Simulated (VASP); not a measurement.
Input of a VASP 6.6.1 run:

POSCAR

```
Sb
1.0
    2.1542000000      1.2437279499      3.7580000000
   -2.1542000000      1.2437279499      3.7580000000
    0.0000000000     -2.4874558998      3.7580000000
Sb
2
Direct
    0.7665100000      0.7665100000      0.7665100000
    0.2334900000      0.2334900000      0.2334900000
```

File INCAR.step1:

```
PREC     = Accurate       # precision mode
ENCUT    = 400            # plane-wave cutoff, eV
EDIFF    = 1E-5           # SCF threshold, eV
ISMEAR   = -1             # smearing method
SIGMA    = 0.05           # smearing width, eV
LREAL    = False          # projectors in reciprocal space
LASPH    = True           # aspherical terms in the spheres
NELM     = 120            # most SCF steps
ALGO     = Normal         # electronic algorithm
ISIF     = 2              # what is computed and relaxed
LWAVE    = True           # write WAVECAR
LCHARG   = False          # write CHGCAR
GGA      = PE             # functional
NBANDS   = 12             # bands
GGA_COMPAT= False
```

Contents of INCAR.step2:

```
PREC     = Accurate       # precision mode
ENCUT    = 400            # plane-wave cutoff, eV
EDIFF    = 1E-6           # SCF threshold, eV
ISMEAR   = -1             # smearing method
SIGMA    = 0.05           # smearing width, eV
LREAL    = False          # projectors in reciprocal space
LASPH    = True           # aspherical terms in the spheres
NELM     = 120            # most SCF steps
ALGO     = Normal         # electronic algorithm
ISIF     = 2              # what is computed and relaxed
LWAVE    = False          # write WAVECAR
LCHARG   = False          # write CHGCAR
GGA      = PE             # functional
LHFCALC  = True           # exact exchange
AEXX     = 0.5            # exact-exchange fraction
PRECFOCK = Normal       
ISTART   = 1            
NBANDS   = 12             # bands
GGA_COMPAT= False
```

The input KPOINTS:

```
Automatic mesh
0
Gamma
  4 4 4
```

Potentials or basis: VASP PAW PBE potentials, release 64 (Sb).

Launch:

```sh
$ cat potpaw_PBE.64/Sb/POTCAR > POTCAR
$ cp INCAR.step1 INCAR
$ mpirun -np 1 vasp_std > vasp.out
$ cp INCAR.step2 INCAR
$ mpirun -np 1 vasp_std > vasp.out
```

(1) Predict the band gap on the k mesh.

(2) What does it give for the pressure?

## Answers

(1) 1.58 eV (least direct gap 1.70 eV).

(2) -5.3 GPa.

Caveat: the k points lie up to 0.44 Å⁻¹ apart; the PAW data sets were made with another functional, which shifts forces and pressure a little; spin-orbit coupling is left out, which moves the levels of the heavy elements.
